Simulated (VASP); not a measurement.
Input of a VASP 6.6.1 run:

The input INCAR:

```
  PREC = Accurate
  ENCUT = 600
  EDIFF = 1E-7
  ISMEAR = 0
  SIGMA = 0.1
  LREAL = False
  LASPH = True
  NELM = 100
  ALGO = Normal
  ISIF = 3
  LWAVE = False
  LCHARG = False
  GGA = PE
  IBRION = 2
  NSW = 90
  EDIFFG = -0.04
```

Contents of KPOINTS:

```
regular mesh
0
Gamma
  6 6 4
```

Contents of POSCAR:

```
CsH5
1.0
    3.9577432400      0.0000000000      0.0000000000
   -1.9788716200      3.4275061900      0.0000000000
    0.0000000000      0.0000000000      5.5335843500
Cs H
1 5
Direct
    0.0000000000      0.0000000000      0.0000000000
    0.5000000000      0.0000000000      0.0000000000
    0.0000000000      0.5000000000      0.0000000000
    0.5000000000      0.5000000000      0.0000000000
    0.0000000000      0.0000000000      0.3726795000
    0.0000000000      0.0000000000      0.6273205000
```

Potentials or basis: VASP PAW PBE potentials, release 64 (Cs_sv, H).

The run is started by

```console
$ cat potpaw_PBE.64/Cs_sv/POTCAR potpaw_PBE.64/H/POTCAR > POTCAR
$ mpirun -np 1 vasp_std > vasp.out
```

(1) Predict the band gap on the k mesh.

(2) Predict the relaxed cell.

(3) Predict the space group after relaxing (to 0.05 Å).

Results:

(1) zero (filled and empty bands overlap).

(2) a = 5.374 Å, b = 5.374 Å, c = 7.146 Å, α = 90.00°, β = 90.00°, γ = 120.00°.

(3) P6/mmm (No. 191).

Caveat: spin-orbit coupling is left out, which moves the levels of the heavy elements.
